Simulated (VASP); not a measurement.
# InSb (I-4m2) in VASP: a series of runs

InSb is run at these levels: PBE; tasks: single point.

All numbers are computed with VASP 6.6.1; they aren't measurements. Logs are shortened: lines on timing, memory, paths and dates and some standing lists are left out, and cuts for length are marked.

## 1. The cell of the first run

Symmetry: I-4m2, No. 119, tetragonal system. Conventional cell: a = 4.581 Å, b = 4.581 Å, c = 6.543 Å, α = 90.00°, β = 90.00°, γ = 90.00°. In (site symmetry -4m2) has 4 Sb at 2.81 Å within 3.7 Å. Within 3.7 Å of Sb (site symmetry -4m2) lie 4 In at 2.81 Å.

## 2. Single point, PBE (zz strain of +1 %)

INCAR

```
ALGO = Normal
EDIFF = 1E-6
ENCUT = 520
GGA = PE
ISIF = 2
ISMEAR = -1
LASPH = True
LCHARG = False
LREAL = False
LWAVE = False
NBANDS = 16
NELM = 80
PREC = Accurate
SIGMA = 0.03
```

KPOINTS

```
k-points
0
Gamma
  10 10 10
```

POSCAR

```
InSb
1.0
    0.0000000000      3.2391000000      3.2714910000
    3.2391000000      0.0000000000      3.2714910000
    3.2391000000      3.2391000000      0.0000000000
In Sb
1 1
Direct
    0.0000000000      0.0000000000      0.0000000000
    0.7500000000      0.7500000000      0.7500000000
```

Potentials or basis: VASP PAW PBE potentials, release 64 (In_d, Sb).

Command:

```console
$ cat potpaw_PBE.64/In_d/POTCAR potpaw_PBE.64/Sb/POTCAR > POTCAR
$ mpirun -np 1 vasp_std > vasp.out
```

OUTCAR:

```text
EDIFF = 1E-6
   ENCUT = 520
   GGA = PE
   ISIF = 2
   ISMEAR = -1
   LASPH = True
   LREAL = False
   NELM = 80
   PREC = Accurate

 ion  position               nearest neighbor table
   1  0.000  0.000  0.000-   2 2.81   2 2.81   2 2.81   2 2.81
   2  0.750  0.750  0.750-   1 2.81   1 2.81   1 2.81   1 2.81

  LATTYP: Found a body centered tetragonal cell.
 ALAT       =     4.5807791499
 C/A-ratio  =     1.4283556980

  Lattice vectors:

 A1 = (  -3.2391000000,   0.0000000000,   3.2714910000)
 A2 = (   3.2391000000,   0.0000000000,   3.2714910000)
 A3 = (   0.0000000000,   3.2391000000,  -3.2714910000)

Analysis of symmetry for initial positions (statically):
=====================================================================
 Subroutine PRICEL returns:
 Original cell was already a primitive cell.

 Routine SETGRP: Setting up the symmetry group for a
 body centered tetragonal supercell.

 Subroutine GETGRP returns: Found  8 space group operations
 (whereof  8 operations were pure point group operations)
 out of a pool of 16 trial point group operations.

The static configuration has the point symmetry D_2d.

Analysis of symmetry for dynamics (positions and initial velocities):
=====================================================================
 Subroutine PRICEL returns:
 Original cell was already a primitive cell.

 Routine SETGRP: Setting up the symmetry group for a
 body centered tetragonal supercell.

 Subroutine GETGRP returns: Found  8 space group operations
 (whereof  8 operations were pure point group operations)
 out of a pool of 16 trial point group operations.

The dynamic configuration has the point symmetry D_2d.

 Subroutine INISYM returns: Found  8 space group operations
 (whereof  8 operations are pure point group operations),
 and found     1 'primitive' translations

----------------------------------------------------------------------------------------

                                     Primitive cell

  volume of cell :      68.6475

  direct lattice vectors                    reciprocal lattice vectors
     0.000000000  3.239100000  3.271491000    -0.154363867  0.154363867  0.152835511
     3.239100000  0.000000000  3.271491000     0.154363867 -0.154363867  0.152835511
     3.239100000  3.239100000  0.000000000     0.154363867  0.154363867 -0.152835511

  length of vectors
     4.603740020  4.603740020  4.580779150     0.266486585  0.266486585  0.266486585

  position of ions in fractional coordinates (direct lattice)
     0.000000000  0.000000000  0.000000000
     0.750000000  0.750000000  0.750000000

  ion indices of the primitive-cell ions
   primitive index   ion index
                 1           1
                 2           2

----------------------------------------------------------------------------------------

 KPOINTS: k-points

Automatic generation of k-mesh.
 Grid dimensions read from file:
 generate k-points for:   10   10   10

 Generating k-lattice:

  Cartesian coordinates                     Fractional coordinates (reciprocal lattice)
    -0.015436387  0.015436387  0.015283551     0.100000000  0.000000000  0.000000000
     0.015436387 -0.015436387  0.015283551     0.000000000  0.100000000  0.000000000
     0.015436387  0.015436387 -0.015283551    -0.000000000 -0.000000000  0.100000000

  Length of vectors
     0.026648659  0.026648659  0.026648659

  Shift w.r.t. Gamma in fractional coordinates (k-lattice)
     0.000000000  0.000000000  0.000000000

 Subroutine IBZKPT returns following result:
 ===========================================

 Found    102 irreducible k-points:

 Following reciprocal coordinates:
            Coordinates               Weight
  0.000000  0.000000  0.000000      1.000000
  0.100000  0.000000  0.000000      8.000000
  0.200000  0.000000  0.000000      8.000000
  0.300000 -0.000000  0.000000      8.000000
  0.400000  0.000000  0.000000      8.000000
  0.500000  0.000000  0.000000      4.000000
[... 16 lines left out ...]
  0.300000  0.300000  0.000000      2.000000
  0.400000  0.300000  0.000000      8.000000
 [... further k-points ...]
   k-points           NKPTS =    102   k-points in BZ     NKDIM =    102   number of bands    NBANDS=     16
   number of dos      NEDOS =    301   number of ions     NIONS =      2
   total plane-waves  NPLWV =  46656
   dimension x,y,z NGX =    36 NGY =   36 NGZ =   36
   dimension x,y,z NGXF=    72 NGYF=   72 NGZF=   72
   ions per type =               1   1
   NGX,Y,Z   is equivalent  to a cutoff of  13.00, 13.00, 13.07 a.u.
   NGXF,Y,Z  is equivalent  to a cutoff of  26.00, 26.00, 26.13 a.u.
 SYSTEM =  unknown system
   PREC   = accura    normal or accurate (medium, high low for compatibility)
   ISTART =      0    job   : 0-new  1-cont  2-samecut
   ICHARG =      2    charge: 1-file 2-atom 10-const
   ISPIN  =      1    spin polarized calculation?
   LNONCOLLINEAR =      F non collinear calculations
   LSORBIT =      F    spin-orbit coupling
   LASPH  =      T    aspherical Exc in radial PAW
   ENCUT  =  520.0 eV  38.22 Ry    6.18 a.u.   8.56  8.56  8.52*2*pi/ulx,y,z
   NELM   =     80;   NELMIN=  2; NELMDL= -5     # of ELM steps
   EDIFF  = 0.1E-05   stopping-criterion for ELM
   LREAL  =      F    real-space projection
   EDIFFG = 0.1E-04   stopping-criterion for IOM
   NSW    =      0    number of steps for IOM
   IBRION =     -1    ionic relax: 0-MD 1-quasi-New 2-CG
   NFREE  =      0    steps in history (QN), initial steepest desc. (CG)
   ISIF   =      2    stress and relaxation
   ISYM   =      2    0-nonsym 1-usesym 2-fastsym
   POTIM  = 0.5000    time-step for ionic-motion
   TEBEG  =    0.0;   TEEND  =   0.0 temperature during run
   PSTRESS=    0.0 pullay stress
   NELECT =      18.0000    total number of electrons
   NUPDOWN=      -1.0000    fix difference up-down
   EMIN   =  10.00;   EMAX   =-10.00  energy-range for DOS
   EFERMI =   0.00;   METHOD = LEGACY
   ISMEAR =    -1;   SIGMA  =   0.03  broadening in eV -4-tet -1-fermi 0-gaus
   EFERMI_NEDOS =   21; number of points for ismear=-14 and -15
   IALGO  =     38    algorithm
   IMIX   =      4    mixing-type and parameters
     AMIX     =   0.40;   BMIX     =  1.00
     AMIX_MAG =   1.60;   BMIX_MAG =  1.00
  volume/ion in A,a.u.               =      34.32       231.63
  Fermi-wavevector in a.u.,A,eV,Ry     =   1.047830  1.980112 14.938487  1.097948
  Thomas-Fermi vector in A             =   2.182727
   LORBIT       =      0    0 simple, 1 ext, 2 COOP (PROOUT), +10 PAW based schemes
   GGA     = PE    functional components
   LHFCALC =     F    Hartree Fock is set to
   AEXX    =    0.0000 exact exchange contribution
   IVDW    =     0    specifies the selected vdW correction
   LEPSILON=     F    determine dielectric tensor
   LRPA    =     F    only Hartree local field effects (RPA)
 non-spin polarized calculation
  energy-cutoff  :      520.00
  volume of cell :       68.65
 maximum number of plane-waves:      1868
 NGX is ok and might be reduce to    36
   NGX = 17   NGY = 17   NGZ = 17

 number of electron      17.9999993 magnetization

 Free energy of the ion-electron system (eV)
  ---------------------------------------------------
  ext. energy  EPLUGINS =         0.00000000
  ---------------------------------------------------
  free energy    TOTEN  =        -6.91777360 eV

  energy without entropy =       -6.91763399  energy(sigma->0) =       -6.91770380

 E-fermi :   5.0339     XC(G=0):  -8.6448

 val. band max:        5.0211653646   @ k =   0.0000   0.0000   0.0000
 cond. band min:       5.5247915868   @ k =   0.5000   0.0000   0.0000
 fundamental gap:      0.5036262222
 Fermi energy:         5.0339122952

 k-point     1 :       0.0000    0.0000    0.0000
  band No.  band energies     occupation
      1      -9.5821      2.00000
      2      -9.5800      2.00000
      3      -9.5800      2.00000
      4      -9.4990      2.00000
      5      -9.4976      2.00000
      6      -5.6523      2.00000
[... 8 lines left out ...]
     15      13.1890      0.00000
     16      13.3390      0.00000

 k-point     2 :       0.1000    0.0000    0.0000
  band No.  band energies     occupation
      1      -9.5853      2.00000
      2      -9.5792      2.00000
      3      -9.5780      2.00000
      4      -9.4992      2.00000
      5      -9.4977      2.00000
      6      -5.5625      2.00000
[... 8 lines left out ...]
     15      12.5798      0.00000
     16      12.6915      0.00000

 k-point     3 :       0.2000    0.0000    0.0000
  band No.  band energies     occupation
      1      -9.5967      2.00000
      2      -9.5742      2.00000
      3      -9.5730      2.00000
      4      -9.4994      2.00000
      5      -9.4977      2.00000
      6      -5.3035      2.00000
[... 8 lines left out ...]
     15      12.2243      0.00000
     16      12.2822      0.00000

 k-point     4 :       0.3000   -0.0000    0.0000
  band No.  band energies     occupation
      1      -9.6107      2.00000
      2      -9.5686      2.00000
      3      -9.5673      2.00000
      4      -9.4991      2.00000
      5      -9.4971      2.00000
      6      -4.9157      2.00000
[... 8 lines left out ...]
     15      12.4982      0.00000
     16      12.5034      0.00000
[... 324 lines left out ...]
 k-point    22 :      -0.2000    0.2000    0.0000
  band No.  band energies     occupation
      1      -9.6165      2.00000
      2      -9.5649      2.00000
      3      -9.5634      2.00000
      4      -9.5019      2.00000
      5      -9.4962      2.00000
      6      -4.7759      2.00000
[... 8 lines left out ...]
     15      13.3017      0.00000
     16      13.8283      0.00000

 k-point    23 :       0.3000    0.3000    0.0000
  band No.  band energies     occupation
      1      -9.6334      2.00000
      2      -9.5527      2.00000
      3      -9.5527      2.00000
      4      -9.5085      2.00000
      5      -9.4935      2.00000
      6      -4.6578      2.00000
[... 8 lines left out ...]
     15      14.2092      0.00000
     16      14.5981      0.00000

 k-point    24 :       0.4000    0.3000    0.0000
  band No.  band energies     occupation
      1      -9.6419      2.00000
      2      -9.5485      2.00000
      3      -9.5475      2.00000
      4      -9.5100      2.00000
      5      -9.4928      2.00000
      6      -4.3192      2.00000
[... 8 lines left out ...]
     15      14.6188      0.00000
     16      15.0114      0.00000

 [... further k-points ...]

------------------------ aborting loop because EDIFF is reached ----------------------------------------

  FORCE on cell =-STRESS in cart. coord.  units (eV):
  Direction    XX          YY          ZZ          XY          YZ          ZX
  --------------------------------------------------------------------------------------
  -------------------------------------------------------------------------------------
  Total        1.1571643      1.1571643      1.0467297      0.0000000     -0.0000000      0.0000000
  in kB       27.0073002     27.0073002     24.4298437      0.0000000     -0.0000000      0.0000000
  external PRESSURE =      26.1481480 kB  Pullay stress =       0.0000000 kB

 VOLUME and BASIS-vectors are now :
 -----------------------------------------------------------------------------
  energy-cutoff  :      520.00
  volume of cell :       68.65
      direct lattice vectors                 reciprocal lattice vectors
     0.000000000  3.239100000  3.271491000    -0.154363867  0.154363867  0.152835511
     3.239100000  0.000000000  3.271491000     0.154363867 -0.154363867  0.152835511
     3.239100000  3.239100000  0.000000000     0.154363867  0.154363867 -0.152835511

 POSITION                                       TOTAL-FORCE (eV/Angst)
 -----------------------------------------------------------------------------------
      0.00000      0.00000      0.00000         0.000000      0.000000      0.000000
      4.85865      4.85865      4.90724        -0.000000     -0.000000     -0.000000
 -----------------------------------------------------------------------------------
    total drift:                               -0.000000     -0.000000      0.000000

  FREE ENERGIE OF THE ION-ELECTRON SYSTEM (eV)
  ---------------------------------------------------
  free  energy   TOTEN  =        -6.9177736039 eV

  energy  without entropy=       -6.9176339929  energy(sigma->0) =       -6.91770380
```

It took 68 s on 1 thread of AMD EPYC 9R45 (Zen 5), shared host; peak memory 0.25 GiB.

What came out:

```yaml
Free_energy: -6.9178 eV
Pressure: 2.6 GPa
Band_gap_on_the_k_mesh: zero (filled and empty bands touch)
```

Stress tensor (GPa, compression positive):
```
2.70 0.00 0.00
0.00 2.70 0.00
0.00 0.00 2.44
```

Caveat: the cell differs from its parent crystal (zz strain of +1 %); semilocal functionals underestimate gaps, and a narrow one can read as zero; spin-orbit coupling is left out, which moves the levels of the heavy elements.

## 3. Single point, PBE (zz strain of +2 %)

INCAR

```
SYSTEM = InSb
PREC     = Accurate       ! precision mode
ENCUT    = 520            ! plane-wave cutoff, eV
EDIFF    = 1E-6           ! SCF threshold, eV
ISMEAR   = -1             ! smearing method
SIGMA    = 0.03           ! smearing width, eV
LREAL    = .FALSE.        ! projectors in reciprocal space
LASPH    = .TRUE.         ! aspherical terms in the spheres
NELM     = 100            ! most SCF steps
ALGO     = Normal         ! electronic algorithm
ISIF     = 2              ! what is computed and relaxed
LWAVE    = .FALSE.        ! write WAVECAR
LCHARG   = .FALSE.        ! write CHGCAR
GGA      = PE             ! functional
NBANDS   = 16             ! bands
```

KPOINTS

```
regular mesh
0
G
  10 10 10
  0 0 0
```

POSCAR

```
InSb
1.0
    0.0000000000      3.2391000000      3.3038820000
    3.2391000000      0.0000000000      3.3038820000
    3.2391000000      3.2391000000      0.0000000000
In Sb
1 1
Direct
    0.0000000000      0.0000000000      0.0000000000
    0.7500000000      0.7500000000      0.7500000000
```

Potentials or basis: VASP PAW PBE potentials, release 64 (In_d, Sb).

Command:

```console
$ cat potpaw_PBE.64/In_d/POTCAR potpaw_PBE.64/Sb/POTCAR > POTCAR
$ mpirun -np 1 vasp_std > vasp.out
```

Run time: 66 s. Hardware: 1 thread of AMD EPYC 9R45 (Zen 5), shared host; peak memory 0.25 GiB.

Results (log left out):

| Quantity | Value |
| --- | --- |
| Free energy | -6.9269 eV |
| Pressure | 2.1 GPa |
| Band gap on the k mesh | zero (filled and empty bands touch) |

Stress tensor (GPa, compression positive):
```
2.31 0.00 0.00
0.00 2.31 0.00
0.00 0.00 1.78
```

Levels at points of the mesh, in eV from the Fermi level:
```tsv
k point	band 7	band 8	band 9	band 10	band 11	band 12
(0.00, 0.00, 0.00)	-0.34	-0.11	-0.01	-0.01	2.91	2.91
(0.50, 0.00, 0.00)	-5.57	-1.08	-0.95	0.46	3.73	3.82
(0.50, 0.50, 0.00)	-5.93	-2.17	-2.17	1.40	1.41	7.99
(0.50, 0.00, 0.50)	-5.84	-2.28	-2.27	1.25	1.31	7.95
```

Caveat: the cell differs from its parent crystal (zz strain of +2 %); semilocal functionals underestimate gaps, and a narrow one can read as zero; spin-orbit coupling is left out, which moves the levels of the heavy elements.

(Part 1 of 2 ends here.)

The gap in the log of VASP goes by the Fermi energy; the results here count the filled bands.